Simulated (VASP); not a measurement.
Here is a VASP 6.6.1 calculation.

INCAR

```
SYSTEM = K
  ALGO = Normal
  EDIFF = 1E-6
  ENCUT = 520
  GGA = PE
  ISIF = 2
  ISMEAR = -1
  LASPH = .True.
  LCHARG = .True.
  LELF = .True.
  LREAL = .False.
  LVHAR = .True.
  LWAVE = .False.
  NBANDS = 10
  NELM = 60
  PREC = Accurate
  SIGMA = 0.1
```

The input KPOINTS:

```
k-points
0
Gamma
  10 10 10
  0 0 0
```

File POSCAR:

```
K
1.0
   -2.0967258123      2.0967258123      2.0967258123
    2.0967258123     -2.0967258123      2.0967258123
    2.0967258123      2.0967258123     -2.0967258123
K
1
Direct
    0.0000000000      0.0000000000      0.0000000000
```

Potentials or basis: VASP PAW PBE potentials, release 64 (K_sv).

Launch:

```bash
$ cat potpaw_PBE.64/K_sv/POTCAR > POTCAR
$ mpirun -np 1 vasp_std > vasp.out
```

Problem. Estimate the pressure.

Solution. 8.9 GPa.
